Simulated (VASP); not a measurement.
A run of VASP 6.6.1 is set up as follows.

The input INCAR:

```
SYSTEM = Ti
PREC = Accurate ; ENCUT = 520
EDIFF = 1E-7 ; ISMEAR = 1
SIGMA = 1.0 ; LREAL = .False.
LASPH = .True. ; NELM = 100
ALGO = Normal ; ISIF = 2
LWAVE = .False. ; LCHARG = .True.
GGA = CA ; LELF = .True.
LVHAR = .True. ; NBANDS = 19
```

Contents of KPOINTS:

```
regular mesh
0
Gamma
  13 13 7
  0 0 0
```

POSCAR

```
Ti
1.0
    2.8638698861      0.0000000000      0.0000000000
   -1.4319349430      2.4801840745      0.0000000000
    0.0000000000      0.0000000000      4.5399943151
Ti
2
Direct
    0.3333333333      0.6666666667      0.2500000000
    0.6666666667      0.3333333333      0.7500000000
```

Potentials or basis: VASP PAW LDA potentials, release 64 (Ti_sv).

Command:

```sh
$ cat potpaw_LDA.64/Ti_sv/POTCAR > POTCAR
$ mpirun -np 1 vasp_std > vasp.out
```

Q: Predict the band gap on the k mesh.

A: Zero (band 12 reaches 9.67 eV, above the bottom of band 13 at 8.58 eV).

Q: Predict the pressure.

A: -0.6 GPa.

Stress tensor (GPa, compression positive):
```
-0.87  0.00  0.00
 0.00 -0.87  0.00
 0.00  0.00  0.06
```
